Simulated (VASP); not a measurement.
# LiCoCl3 (P4mm) in VASP: single point with PBE

Aim: the single point of LiCoCl3 with PBE.

Everything below comes from runs of VASP 6.6.1. Logs are shortened: lines on timing, memory, paths and dates and some standing lists are left out, and cuts for length are marked.

### Step 1. The cell of the first run

Symmetry: P4mm, No. 99, tetragonal system. Conventional cell: a = 4.420 Å, b = 4.420 Å, c = 6.134 Å, α = 90.00°, β = 90.00°, γ = 90.00°. Within 3.0 Å of Li (site symmetry 4mm) lie 5 Cl at 2.25 to 2.49 Å. Within 3.2 Å of Co (site symmetry 4mm) lie 4 Cl at 2.43 Å. Within 3.0 Å of Cl (site symmetry 4mm) lie 1 Li at 2.25 Å. Within 3.2 Å of Cl (site symmetry 2mm) lie 2 Co at 2.43 Å and 2 Li at 2.49 Å and 4 Cl at 3.13 Å.

### Step 2. Single point, PBE, collinear spin, ferromagnetic start

Input file INCAR:

```
SYSTEM = LiCoCl3
PREC = Accurate
ENCUT = 750
EDIFF = 1E-6
ISMEAR = 0
SIGMA = 0.01
LREAL = .False.
LASPH = .True.
NELM = 200
ALGO = Normal
ISIF = 2
LWAVE = .False.
LCHARG = .False.
ISPIN = 2
MAGMOM = 0 2.75 0 0 0
LORBIT = 11
LMAXMIX = 4
GGA = PE
NBANDS = 28
GGA_COMPAT = .False.
```

Input file KPOINTS:

```
Automatic mesh
0
Gamma
  8 8 6
  0 0 0
```

Input file POSCAR:

```
LiCoCl3
1.0
    4.4203512408      0.0000000000      0.0000000000
    0.0000000000      4.4203512408      0.0000000000
    0.0000000000      0.0000000000      6.1339567535
Li Co Cl
1 1 3
Direct
    0.5000000000      0.5000000000      0.5635242546
    0.0000000000      0.0000000000      0.2132987653
    0.5000000000      0.5000000000      0.9295923873
    0.0000000000      0.5000000000      0.3767922964
    0.5000000000      0.0000000000      0.3767922964
```

Potentials or basis: VASP PAW PBE potentials, release 64 (Li_sv, Co, Cl).

Run with:

```
$ cat potpaw_PBE.64/Li_sv/POTCAR potpaw_PBE.64/Co/POTCAR potpaw_PBE.64/Cl/POTCAR > POTCAR
$ mpirun -np 1 vasp_std > vasp.out
```

OUTCAR:

```text
SYSTEM = LiCoCl3
   PREC = Accurate
   ENCUT = 750
   EDIFF = 1E-6
   ISMEAR = 0
   LREAL = .False.
   LASPH = .True.
   NELM = 200
   ISIF = 2
   ISPIN = 2
   LORBIT = 11
   GGA = PE

 ion  position               nearest neighbor table
   1  0.500  0.500  0.564-   3 2.25   4 2.49   5 2.49   5 2.49   4 2.49
   2  0.000  0.000  0.213-   4 2.43   5 2.43   4 2.43   5 2.43
   3  0.500  0.500  0.930-   1 2.25
   4  0.000  0.500  0.377-   2 2.43   2 2.43   1 2.49   1 2.49
   5  0.500  0.000  0.377-   2 2.43   2 2.43   1 2.49   1 2.49

  LATTYP: Found a simple tetragonal cell.
 ALAT       =     4.4203512408
 C/A-ratio  =     1.3876627488

  Lattice vectors:

 A1 = (   4.4203512408,   0.0000000000,   0.0000000000)
 A2 = (   0.0000000000,   4.4203512408,   0.0000000000)
 A3 = (   0.0000000000,   0.0000000000,   6.1339567535)

Analysis of symmetry for initial positions (statically):
=====================================================================
 Subroutine PRICEL returns:
 Original cell was already a primitive cell.

 Routine SETGRP: Setting up the symmetry group for a
 simple tetragonal supercell.

 Subroutine GETGRP returns: Found  8 space group operations
 (whereof  8 operations were pure point group operations)
 out of a pool of 16 trial point group operations.

The static configuration has the point symmetry C_4v.

Analysis of symmetry for dynamics (positions and initial velocities):
=====================================================================
 Subroutine PRICEL returns:
 Original cell was already a primitive cell.

 Routine SETGRP: Setting up the symmetry group for a
 simple tetragonal supercell.

 Subroutine GETGRP returns: Found  8 space group operations
 (whereof  8 operations were pure point group operations)
 out of a pool of 16 trial point group operations.

The dynamic configuration has the point symmetry C_4v.

Analysis of structural, dynamic, and magnetic symmetry:
=====================================================================
 Subroutine PRICEL returns:
 Original cell was already a primitive cell.

 Routine SETGRP: Setting up the symmetry group for a
 simple tetragonal supercell.

 Subroutine GETGRP returns: Found  8 space group operations
 (whereof  8 operations were pure point group operations)
 out of a pool of 16 trial point group operations.

The overall configuration has the point symmetry C_4v.

 Subroutine INISYM returns: Found  8 space group operations
 (whereof  8 operations are pure point group operations),
 and found     1 'primitive' translations

[... 134 lines left out ...]
  volume of cell :      119.85
 maximum number of plane-waves:      5628
 NGX is ok and might be reduce to    40
   NGX = 19   NGY = 19   NGZ = 27

 number of electron      32.9999993 magnetization       3.0001607

 Free energy of the ion-electron system (eV)
  ---------------------------------------------------
  ext. energy  EPLUGINS =         0.00000000
  ---------------------------------------------------
  free energy    TOTEN  =       -17.95072310 eV

  energy without entropy =      -17.95072310  energy(sigma->0) =      -17.95072310

 E-fermi :   0.6572     XC(G=0):  -7.9409

 val. band max:        0.5338442868   @ k =   0.5000   0.5000   0.0000
 cond. band min:       0.7747715973   @ k =   0.5000   0.0000   0.0000
 fundamental gap:      0.2409273104
 Fermi energy:         0.6571700876

 spin component 1

 k-point     1 :       0.0000    0.0000    0.0000
  band No.  band energies     occupation
      1     -43.5243      1.00000
      2     -14.8317      1.00000
      3     -13.5019      1.00000
      4     -12.0954      1.00000
      5      -4.4356      1.00000
      6      -4.4356      1.00000
[... 733 lines left out ...]
     27      10.7977      0.00000
     28      11.5971      0.00000

 [... further k-points ...]

 spin component 2

 k-point     1 :       0.0000    0.0000    0.0000
  band No.  band energies     occupation
      1     -43.5249      1.00000
      2     -14.6700      1.00000
      3     -13.3218      1.00000
      4     -11.9886      1.00000
      5      -3.8970      1.00000
      6      -3.8970      1.00000
[... 733 lines left out ...]
     27      10.9099      0.00000
     28      11.7717      0.00000

 [... further k-points ...]

------------------------ aborting loop because EDIFF is reached ----------------------------------------

  FORCE on cell =-STRESS in cart. coord.  units (eV):
  Direction    XX          YY          ZZ          XY          YZ          ZX
  --------------------------------------------------------------------------------------
  -------------------------------------------------------------------------------------
  Total       -0.0422306     -0.0422306     -0.0200313      0.0000000     -0.0000000      0.0000000
  in kB       -0.5645250     -0.5645250     -0.2677717      0.0000000     -0.0000000      0.0000000
  external PRESSURE =      -0.4656072 kB  Pullay stress =       0.0000000 kB

 VOLUME and BASIS-vectors are now :
 -----------------------------------------------------------------------------
  energy-cutoff  :      750.00
  volume of cell :      119.85
      direct lattice vectors                 reciprocal lattice vectors
     4.420351241  0.000000000  0.000000000     0.226226367  0.000000000  0.000000000
     0.000000000  4.420351241  0.000000000     0.000000000  0.226226367  0.000000000
     0.000000000  0.000000000  6.133956753     0.000000000  0.000000000  0.163026907

 POSITION                                       TOTAL-FORCE (eV/Angst)
 -----------------------------------------------------------------------------------
      2.21018      2.21018      3.45663         0.000000      0.000000     -0.008860
      0.00000      0.00000      1.30837         0.000000      0.000000      0.004081
      2.21018      2.21018      5.70208         0.000000     -0.000000     -0.002555
      0.00000      2.21018      2.31123         0.000000     -0.000000      0.003667
      2.21018      0.00000      2.31123         0.000000      0.000000      0.003667
 -----------------------------------------------------------------------------------
    total drift:                                0.000000      0.000000     -0.000150

  FREE ENERGIE OF THE ION-ELECTRON SYSTEM (eV)
  ---------------------------------------------------
  free  energy   TOTEN  =       -17.9507230980 eV

  energy  without entropy=      -17.9507230980  energy(sigma->0) =      -17.95072310

 total charge

# of ion       s       p       d       tot
------------------------------------------
    1        2.015   0.045   0.000   2.061
    2        0.252   0.217   7.079   7.549
    3        1.596   3.514   0.000   5.110
    4        1.600   3.544   0.000   5.143
    5        1.600   3.544   0.000   5.143
--------------------------------------------------
tot          7.062  10.864   7.079  25.006

 magnetization (x)

# of ion       s       p       d       tot
------------------------------------------
    1       -0.000  -0.000   0.000  -0.000
    2        0.015   0.018   2.487   2.519
    3        0.002   0.082   0.000   0.085
    4        0.009   0.113   0.000   0.121
    5        0.009   0.113   0.000   0.121
--------------------------------------------------
tot          0.035   0.325   2.487   2.846
```

OSZICAR:

```text
N       E                     dE             d eps       ncg     rms          rms(c)
DAV:   1     0.306651212471E+03    0.30665E+03   -0.16452E+04  6720   0.143E+03
DAV:   2     0.246522204626E+02   -0.28200E+03   -0.25419E+03  7044   0.305E+02
DAV:   3    -0.173596877141E+02   -0.42012E+02   -0.41038E+02  8636   0.120E+02
DAV:   4    -0.207237850374E+02   -0.33641E+01   -0.33386E+01 11876   0.257E+01
DAV:   5    -0.208593121093E+02   -0.13553E+00   -0.13509E+00  9464   0.466E+00    0.126E+01
DAV:   6    -0.200718066736E+02    0.78751E+00   -0.28664E+01  8380   0.482E+01    0.285E+01
DAV:   7    -0.183062051317E+02    0.17656E+01   -0.11494E+01  7844   0.617E+01    0.799E+00
DAV:   8    -0.183226336717E+02   -0.16429E-01   -0.11644E+00  8740   0.872E+00    0.438E+00
DAV:   9    -0.179552488083E+02    0.36738E+00   -0.59681E-01  9732   0.129E+01    0.150E+00
DAV:  10    -0.179549371514E+02    0.31166E-03   -0.29725E-01 10472   0.476E+00    0.904E-01
DAV:  11    -0.179486354539E+02    0.63017E-02   -0.47444E-02  9520   0.290E+00    0.448E-01
DAV:  12    -0.179504023009E+02   -0.17668E-02   -0.76588E-03  8212   0.520E-01    0.226E-01
DAV:  13    -0.179504382471E+02   -0.35946E-04   -0.88481E-04 10240   0.416E-01    0.108E-01
DAV:  14    -0.179505998113E+02   -0.16156E-03   -0.37347E-04  7540   0.110E-01    0.642E-02
DAV:  15    -0.179507097902E+02   -0.10998E-03   -0.11397E-04  7564   0.818E-02    0.263E-02
DAV:  16    -0.179507198671E+02   -0.10077E-04   -0.31839E-05  9240   0.512E-02    0.140E-02
DAV:  17    -0.179507225760E+02   -0.27089E-05   -0.58925E-06  7568   0.183E-02    0.629E-03
DAV:  18    -0.179507230980E+02   -0.52193E-06   -0.10653E-06  6128   0.627E-03
   1 F= -.17950723E+02 E0= -.17950723E+02  d E =-.126960E-64  mag=     3.0001
```

Run time: 8.2 min. Hardware: 1 thread of Intel Xeon 6975P-C (Granite Rapids), shared host; peak memory 0.7 GiB.

What came out:

```yaml
Free_energy: -17.9507 eV
Pressure: 0.0 GPa
Largest_force: 0.009 eV/Å
Band_gap_on_the_k_mesh: 0.24 eV (least direct gap 0.32 eV)
Net_moment: 3.00 μB per cell
Site_moments: Li -0.00; Co +2.52; Cl +0.09, +0.12 (each value once) μB
Valence_electrons_inside_the_program's_atomic_spheres: Li 2.06; Co 7.55; Cl 5.11, 5.14 (each value once)
```

Forces in eV/Å, atoms in the order of the input:
```
Li   0.000  0.000 -0.009
Co   0.000  0.000  0.004
Cl   0.000  0.000 -0.003
Cl   0.000  0.000  0.004
Cl   0.000  0.000  0.004
```

Levels at points of the mesh, in eV from the valence-band top:
Spin up:
```
           k point  band 15  band 16  band 17  band 18  band 19  band 20  band 21  band 22
(0.00, 0.00, 0.00)    -1.04    -0.78    -0.51    -0.51     2.44     5.09     7.06     7.30
(0.50, 0.00, 0.00)    -1.40    -1.12    -0.80    -0.47     4.11     6.73     7.46     8.07
(0.50, 0.50, 0.00)    -0.98    -0.98    -0.63     0.00     3.17     7.32     7.80     7.80
(0.00, 0.00, 0.50)    -1.18    -1.05    -0.60    -0.60     2.94     4.89     6.99     7.87
(0.50, 0.00, 0.50)    -1.52    -0.95    -0.64    -0.53     4.05     7.06     7.67     7.93
(0.50, 0.50, 0.50)    -0.67    -0.67    -0.63     0.00     2.84     7.17     7.17     7.76
```
Spin down:
| k point | band 13 | band 14 | band 15 | band 16 | band 17 | band 18 |
| --- | --- | --- | --- | --- | --- | --- |
| (0.00, 0.00, 0.00) | -0.46 | -0.46 | -0.45 | 0.96 | 0.96 | 1.18 |
| (0.50, 0.00, 0.00) | -0.66 | -0.45 | -0.25 | 0.24 | 0.83 | 1.02 |
| (0.50, 0.50, 0.00) | -0.97 | -0.54 | -0.32 | 0.32 | 0.32 | 1.84 |
| (0.00, 0.00, 0.50) | -0.63 | -0.58 | -0.58 | 0.95 | 0.95 | 1.18 |
| (0.50, 0.00, 0.50) | -0.61 | -0.49 | -0.16 | 0.27 | 0.84 | 1.04 |
| (0.50, 0.50, 0.50) | -0.71 | -0.54 | -0.35 | 0.32 | 0.32 | 1.84 |

Caveat: a cell with one magnetic atom can't hold antiferromagnetic order, which such compounds often take.
